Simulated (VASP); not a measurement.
## Ti: single point with PBE

Crystal: Ti.

```xyz
2
Lattice="2.9414 0.0000 0.0000 -1.4707 2.5473 0.0000 0.0000 0.0000 4.6282" Properties=species:S:1:pos:R:3 pbc="T T T"
Ti    0.0000    1.6982    3.4711
Ti    1.4707    0.8491    1.1570
```

| Quantity | Value |
| --- | --- |
| Program | VASP 6.6.1 |
| Task | single point |
| Functional | PBE |
| Potentials or basis | VASP PAW PBE potentials, release 64 (Ti_sv) |
| Cutoff | 520 eV |
| k mesh | 8 × 8 × 4 |
| Occupations | gaussian, width 0.05 eV |
| Spin | no spin polarisation |

| Item | Value |
| --- | --- |
| Pressure | -0.2 GPa |
| Band gap on the k mesh | zero (bands 12 and 13 overlap by 1.00 eV) |

Stress tensor (GPa, compression positive):
```
-0.16  0.00  0.00
 0.00 -0.16  0.00
 0.00  0.00 -0.26
```

Levels at points of the mesh, in eV from the Fermi level:
```csv
k point,band 9,band 10,band 11,band 12,band 13,band 14,band 15,band 16
"(0.00, 0.00, 0.00)",-6.27,-2.74,0.72,0.72,0.78,0.88,1.23,1.23
"(0.50, 0.00, 0.00)",-2.41,-2.22,-1.89,-0.70,0.40,0.61,1.15,3.27
"(0.00, 0.00, 0.50)",-4.39,-4.39,0.06,0.06,0.61,0.61,0.61,0.61
"(0.50, 0.00, 0.50)",-2.60,-2.60,-0.85,-0.85,1.27,1.27,1.67,1.67
```

Run time: 22 s on 1 thread of Intel(R) Xeon(R) Platinum 8375C CPU @ 2.90GHz (Ice Lake) (shared host), peak memory 0.15 GiB.
